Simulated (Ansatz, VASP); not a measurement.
# Zn in VASP and in Ansatz

Contents of INCAR:

```
SYSTEM = Zn
  PREC = Accurate
  ENCUT = 520
  EDIFF = 1E-7
  ISMEAR = -1
  SIGMA = 0.08
  LREAL = .FALSE.
  LASPH = .TRUE.
  NELM = 60
  ALGO = Normal
  ISIF = 2
  LWAVE = .FALSE.
  LCHARG = .TRUE.
  LDIPOL = .TRUE.
  IDIPOL = 3
  DIPOL = 0.5 0.5 0.500
  GGA = PE
  LELF = .TRUE.
  LVHAR = .TRUE.
  LVACPOTAV = .TRUE.
  NBANDS = 38
```

KPOINTS

```
Automatic mesh
0
G
  16 16 1
  0 0 0
```

File POSCAR:

```
Zn
1.0
    2.6356265398      0.0000000000      0.0000000000
   -1.3178132699      2.2825195384      0.0000000000
    0.0000000000      0.0000000000     20.7037000000
Zn
5
Direct
    0.0000000000      0.0000000000      0.2656530456
    0.3333333333      0.6666666667      0.3843969497
    0.0000000000      0.0000000000      0.4999999983
    0.3333333333      0.6666666667      0.6156030456
    0.0000000000      0.0000000000      0.7343469544
```

Input for Ansatz:

```yaml
crystal:
  lattice:
    - [2.6356265398, 0.0, 0.0]
    - [-1.3178132699, 2.2825195384, 0.0]
    - [0.0, 0.0, 20.7037]
  atoms:
    - { symbol: Zn, position: [0.0, 0.0, 0.2656530456] }
    - { symbol: Zn, position: [0.3333333333, 0.6666666667, 0.3843969497] }
    - { symbol: Zn, position: [0.0, 0.0, 0.4999999983] }
    - { symbol: Zn, position: [0.3333333333, 0.6666666667, 0.6156030456] }
    - { symbol: Zn, position: [0.0, 0.0, 0.7343469544] }
kpoints:
  mp_grid: { grid: [16, 16, 1] }
scf:
  occupations: { method: fermi_dirac, width: 0.08 }
hamiltonian:
  xc: pbe
  pseudopotentials: { kind: paw }
output:
  forces: true
  stress: true
  eigenvalues: true
efield:
  axis: 3
  amplitude: 0
  dipole_correction: true
```

Alike in both runs: task single point; functional PBE; k mesh 16 × 16 × 1; occupations fermi-dirac, width 0.08 eV; no spin polarisation.

```csv
,VASP,Ansatz
version,VASP 6.6.1,Ansatz 0.2.0
potentials or method,"VASP PAW PBE potentials, release 64 (Zn)","PAW with Ansatz's default frozen-core files, scalar-relativistic"
plane-wave cutoff (eV),520,420
valence electrons in the cell,60,60
```

VASP gave:

| Item | Value |
| --- | --- |
| rms of the force components (eV/Å) | 0.005 |

Question: Estimate Ansatz's values.

Answer: rms of the force components (eV/Å): 0.002.

Atom by atom the forces differ by 0.003 eV/Å (rms over components). The functional is the same, so the differences come from potentials, cutoffs and numerics. Ansatz's warnings: vacuum density over bound.
